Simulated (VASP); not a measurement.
# TiN (Fm-3m) in VASP: single point with PBE

Aim: the single point of TiN with PBE.

All numbers are computed with VASP 6.6.1; they aren't measurements. Logs are shortened: lines on timing, memory, paths and dates and some standing lists are left out, and cuts for length are marked.

## (1) The cell of the first run

It takes space group Fm-3m (No. 225, cubic). Conventional cell: a = 4.384 Å, b = 4.384 Å, c = 4.384 Å, α = 90.00°, β = 90.00°, γ = 90.00°. Ti (site symmetry m-3m) has 6 N at 2.19 Å within 2.9 Å. N (site symmetry m-3m) has 6 Ti at 2.19 Å within 2.9 Å.

## (2) Single point, PBE (10.53 Å³/atom)

INCAR reads:

```
PREC = Accurate
ENCUT = 520
EDIFF = 1E-6
ISMEAR = 0
SIGMA = 0.1
LREAL = False
LASPH = True
NELM = 80
ALGO = Normal
ISIF = 2
LWAVE = False
LCHARG = True
GGA = PE
LELF = True
LVHAR = True
NBANDS = 16
```

KPOINTS reads:

```
Automatic mesh
0
Gamma
  18 18 18
```

POSCAR reads:

```
TiN
1.0
    0.0000000000      2.1919078371      2.1919078371
    2.1919078371      0.0000000000      2.1919078371
    2.1919078371      2.1919078371      0.0000000000
Ti N
1 1
Direct
    0.0000000000      0.0000000000      0.0000000000
    0.5000000000      0.5000000000      0.5000000000
```

Potentials or basis: VASP PAW PBE potentials, release 64 (Ti_sv, N).

On the command line:

```sh
> cat potpaw_PBE.64/Ti_sv/POTCAR potpaw_PBE.64/N/POTCAR > POTCAR
> mpirun -np 1 vasp_std > vasp.out
```

OUTCAR:

```text
PREC = Accurate
   ENCUT = 520
   EDIFF = 1E-6
   ISMEAR = 0
   LREAL = False
   LASPH = True
   NELM = 80
   ISIF = 2
   GGA = PE

 ion  position               nearest neighbor table
   1  0.000  0.000  0.000-   2 2.19   2 2.19   2 2.19   2 2.19   2 2.19   2 2.19
   2  0.500  0.500  0.500-   1 2.19   1 2.19   1 2.19   1 2.19   1 2.19   1 2.19

  LATTYP: Found a face centered cubic cell.
 ALAT       =     4.3838156742

  Lattice vectors:

 A1 = (   0.0000000000,   2.1919078371,   2.1919078371)
 A2 = (   2.1919078371,   0.0000000000,   2.1919078371)
 A3 = (   2.1919078371,   2.1919078371,   0.0000000000)

Analysis of symmetry for initial positions (statically):
=====================================================================
 Subroutine PRICEL returns:
 Original cell was already a primitive cell.

 Routine SETGRP: Setting up the symmetry group for a
 face centered cubic supercell.

 Subroutine GETGRP returns: Found 48 space group operations
 (whereof 48 operations were pure point group operations)
 out of a pool of 48 trial point group operations.

The static configuration has the point symmetry O_h .

Analysis of symmetry for dynamics (positions and initial velocities):
=====================================================================
 Subroutine PRICEL returns:
 Original cell was already a primitive cell.

 Routine SETGRP: Setting up the symmetry group for a
 face centered cubic supercell.

 Subroutine GETGRP returns: Found 48 space group operations
 (whereof 48 operations were pure point group operations)
 out of a pool of 48 trial point group operations.

The dynamic configuration has the point symmetry O_h .

 Subroutine INISYM returns: Found 48 space group operations
 (whereof 48 operations are pure point group operations),
 and found     1 'primitive' translations

----------------------------------------------------------------------------------------

                                     Primitive cell

  volume of cell :      21.0619

  direct lattice vectors                    reciprocal lattice vectors
     0.000000000  2.191907837  2.191907837    -0.228111781  0.228111781  0.228111781
     2.191907837  0.000000000  2.191907837     0.228111781 -0.228111781  0.228111781
     2.191907837  2.191907837  0.000000000     0.228111781  0.228111781 -0.228111781

  length of vectors
     3.099825791  3.099825791  3.099825791     0.395101194  0.395101194  0.395101194

  position of ions in fractional coordinates (direct lattice)
     0.000000000  0.000000000  0.000000000
     0.500000000  0.500000000  0.500000000

  ion indices of the primitive-cell ions
   primitive index   ion index
                 1           1
                 2           2

----------------------------------------------------------------------------------------

 KPOINTS: Automatic mesh

Automatic generation of k-mesh.
 Grid dimensions read from file:
 generate k-points for:   18   18   18

 Generating k-lattice:

  Cartesian coordinates                     Fractional coordinates (reciprocal lattice)
    -0.012672877  0.012672877  0.012672877     0.055555556  0.000000000  0.000000000
     0.012672877 -0.012672877  0.012672877     0.000000000  0.055555556  0.000000000
     0.012672877  0.012672877 -0.012672877     0.000000000  0.000000000  0.055555556

  Length of vectors
     0.021950066  0.021950066  0.021950066

  Shift w.r.t. Gamma in fractional coordinates (k-lattice)
     0.000000000  0.000000000  0.000000000

 Subroutine IBZKPT returns following result:
 ===========================================

 Found    195 irreducible k-points:

 Following reciprocal coordinates:
            Coordinates               Weight
  0.000000  0.000000  0.000000      1.000000
  0.055556  0.000000  0.000000      8.000000
  0.111111  0.000000  0.000000      8.000000
  0.166667  0.000000  0.000000      8.000000
  0.222222  0.000000  0.000000      8.000000
  0.277778  0.000000  0.000000      8.000000
[... 16 lines left out ...]
 -0.277778  0.055556  0.000000     24.000000
 -0.222222  0.055556  0.000000     24.000000
 [... further k-points ...]
   k-points           NKPTS =    195   k-points in BZ     NKDIM =    195   number of bands    NBANDS=     16
   number of dos      NEDOS =    301   number of ions     NIONS =      2
   total plane-waves  NPLWV =  13824
   dimension x,y,z NGX =    24 NGY =   24 NGZ =   24
   dimension x,y,z NGXF=    48 NGYF=   48 NGZF=   48
   ions per type =               1   1
   NGX,Y,Z   is equivalent  to a cutoff of  12.87, 12.87, 12.87 a.u.
   NGXF,Y,Z  is equivalent  to a cutoff of  25.74, 25.74, 25.74 a.u.
 SYSTEM =  unknown system
   PREC   = accura    normal or accurate (medium, high low for compatibility)
   ISTART =      0    job   : 0-new  1-cont  2-samecut
   ICHARG =      2    charge: 1-file 2-atom 10-const
   ISPIN  =      1    spin polarized calculation?
   LNONCOLLINEAR =      F non collinear calculations
   LSORBIT =      F    spin-orbit coupling
   LASPH  =      T    aspherical Exc in radial PAW
   ENCUT  =  520.0 eV  38.22 Ry    6.18 a.u.   5.76  5.76  5.76*2*pi/ulx,y,z
   NELM   =     80;   NELMIN=  2; NELMDL= -5     # of ELM steps
   EDIFF  = 0.1E-05   stopping-criterion for ELM
   LREAL  =      F    real-space projection
   EDIFFG = 0.1E-04   stopping-criterion for IOM
   NSW    =      0    number of steps for IOM
   IBRION =     -1    ionic relax: 0-MD 1-quasi-New 2-CG
   NFREE  =      0    steps in history (QN), initial steepest desc. (CG)
   ISIF   =      2    stress and relaxation
   ISYM   =      2    0-nonsym 1-usesym 2-fastsym
   POTIM  = 0.5000    time-step for ionic-motion
   TEBEG  =    0.0;   TEEND  =   0.0 temperature during run
   PSTRESS=    0.0 pullay stress
   NELECT =      17.0000    total number of electrons
   NUPDOWN=      -1.0000    fix difference up-down
   EMIN   =  10.00;   EMAX   =-10.00  energy-range for DOS
   EFERMI =   0.00;   METHOD = LEGACY
   ISMEAR =     0;   SIGMA  =   0.10  broadening in eV -4-tet -1-fermi 0-gaus
   EFERMI_NEDOS =   21; number of points for ismear=-14 and -15
   IALGO  =     38    algorithm
   IMIX   =      4    mixing-type and parameters
     AMIX     =   0.40;   BMIX     =  1.00
     AMIX_MAG =   1.60;   BMIX_MAG =  1.00
  volume/ion in A,a.u.               =      10.53        71.07
  Fermi-wavevector in a.u.,A,eV,Ry     =   1.524259  2.880432 31.611319  2.323366
  Thomas-Fermi vector in A             =   2.632591
   LORBIT       =      0    0 simple, 1 ext, 2 COOP (PROOUT), +10 PAW based schemes
   GGA     = PE    functional components
   LHFCALC =     F    Hartree Fock is set to
   AEXX    =    0.0000 exact exchange contribution
   IVDW    =     0    specifies the selected vdW correction
   LEPSILON=     F    determine dielectric tensor
   LRPA    =     F    only Hartree local field effects (RPA)
 non-spin polarized calculation
 Gauss-broadening in eV      SIGMA  =   0.10
  energy-cutoff  :      520.00
  volume of cell :       21.06
 maximum number of plane-waves:       588
   NGX = 11   NGY = 11   NGZ = 11

 number of electron      16.9999995 magnetization

 Free energy of the ion-electron system (eV)
  ---------------------------------------------------
  ext. energy  EPLUGINS =         0.00000000
  ---------------------------------------------------
  free energy    TOTEN  =       -19.50562388 eV

  energy without entropy =      -19.50065524  energy(sigma->0) =      -19.50313956

 E-fermi :  10.1421     XC(G=0): -12.4821

 val. band max:       10.1420804818   @ k =   0.1111   0.0556   0.0000
 cond. band min:      10.1468904749   @ k =  -0.4444   0.2778   0.0556
 fundamental gap:      0.0048099931
 Fermi energy:        10.1421413998

 k-point     1 :       0.0000    0.0000    0.0000
  band No.  band energies     occupation
      1     -47.8702      2.00000
      2     -23.9080      2.00000
      3     -23.9080      2.00000
      4     -23.9080      2.00000
      5      -6.3384      2.00000
      6       8.2434      2.00000
[... 8 lines left out ...]
     15      23.0202      0.00000
     16      28.6141      0.00000

 k-point     2 :       0.0556    0.0000    0.0000
  band No.  band energies     occupation
      1     -47.8684      2.00000
      2     -23.9218      2.00000
      3     -23.9092      2.00000
      4     -23.9092      2.00000
      5      -6.2876      2.00000
      6       7.9085      2.00000
[... 8 lines left out ...]
     15      23.0309      0.00000
     16      28.5412      0.00000

 k-point     3 :       0.1111    0.0000    0.0000
  band No.  band energies     occupation
      1     -47.8631      2.00000
      2     -23.9614      2.00000
      3     -23.9128      2.00000
      4     -23.9128      2.00000
      5      -6.1390      2.00000
      6       7.1799      2.00000
[... 8 lines left out ...]
     15      22.9970      0.00000
     16      28.2841      0.00000

 k-point     4 :       0.1667    0.0000    0.0000
  band No.  band energies     occupation
      1     -47.8549      2.00000
      2     -24.0216      2.00000
      3     -23.9184      2.00000
      4     -23.9184      2.00000
      5      -5.9035      2.00000
      6       6.3141      2.00000
[... 8 lines left out ...]
     15      22.7941      0.00000
     16      27.7670      0.00000
[... 324 lines left out ...]
 k-point    22 :      -0.3333    0.0556    0.0000
  band No.  band energies     occupation
      1     -47.8201      2.00000
      2     -24.2602      2.00000
      3     -23.9555      2.00000
      4     -23.9372      2.00000
      5      -4.7833      2.00000
      6       3.6190      2.00000
[... 8 lines left out ...]
     15      22.0629      0.00000
     16      24.6167      0.00000

 k-point    23 :      -0.2778    0.0556    0.0000
  band No.  band energies     occupation
      1     -47.8296      2.00000
      2     -24.1946      2.00000
      3     -23.9498      2.00000
      4     -23.9296      2.00000
      5      -5.1181      2.00000
      6       4.2909      2.00000
[... 8 lines left out ...]
     15      22.0458      0.00000
     16      25.3180      0.00000

 k-point    24 :      -0.2222    0.0556    0.0000
  band No.  band energies     occupation
      1     -47.8401      2.00000
      2     -24.1210      2.00000
      3     -23.9423      2.00000
      4     -23.9221      2.00000
      5      -5.4611      2.00000
      6       5.0664      2.00000
[... 8 lines left out ...]
     15      22.3098      0.00000
     16      26.0768      0.00000

 [... further k-points ...]

------------------------ aborting loop because EDIFF is reached ----------------------------------------

  FORCE on cell =-STRESS in cart. coord.  units (eV):
  Direction    XX          YY          ZZ          XY          YZ          ZX
  --------------------------------------------------------------------------------------
  -------------------------------------------------------------------------------------
  Total       -2.7882399     -2.7882399     -2.7882399      0.0000000      0.0000000      0.0000000
  in kB     -212.1015554   -212.1015554   -212.1015554      0.0000000      0.0000000      0.0000000
  external PRESSURE =    -212.1015554 kB  Pullay stress =       0.0000000 kB

 VOLUME and BASIS-vectors are now :
 -----------------------------------------------------------------------------
  energy-cutoff  :      520.00
  volume of cell :       21.06
      direct lattice vectors                 reciprocal lattice vectors
     0.000000000  2.191907837  2.191907837    -0.228111781  0.228111781  0.228111781
     2.191907837  0.000000000  2.191907837     0.228111781 -0.228111781  0.228111781
     2.191907837  2.191907837  0.000000000     0.228111781  0.228111781 -0.228111781

 POSITION                                       TOTAL-FORCE (eV/Angst)
 -----------------------------------------------------------------------------------
      0.00000      0.00000      0.00000         0.000000      0.000000      0.000000
      2.19191      2.19191      2.19191         0.000000      0.000000     -0.000000
 -----------------------------------------------------------------------------------
    total drift:                                0.000000     -0.000000     -0.000000

  FREE ENERGIE OF THE ION-ELECTRON SYSTEM (eV)
  ---------------------------------------------------
  free  energy   TOTEN  =       -19.5056238771 eV

  energy  without entropy=      -19.5006552401  energy(sigma->0) =      -19.50313956
```

It took 92 s on 1 thread of Intel Xeon 8259CL, shared host; peak memory 0.19 GiB.

Results:

| Quantity | Value |
| --- | --- |
| Free energy | -19.5056 eV |
| Pressure | -21.2 GPa |
| Band gap on the k mesh | zero (an odd number of electrons rules out a gap without spin polarisation) |

Levels at points of the mesh, in eV from the Fermi level:
```
           k point  band 6  band 7  band 8  band 9  band 10  band 11  band 12  band 13
(0.00, 0.00, 0.00)   -1.90   -1.90   -1.90   -0.53    -0.53    -0.53     0.49     0.49
(0.50, 0.00, 0.00)   -7.45   -4.96   -4.96    1.42     1.42     2.00     5.00     5.00
(0.50, 0.50, 0.00)   -5.55   -3.05   -3.05   -2.65     1.40     2.02     2.02     2.92
```

Caveat: the cell stands under tension.
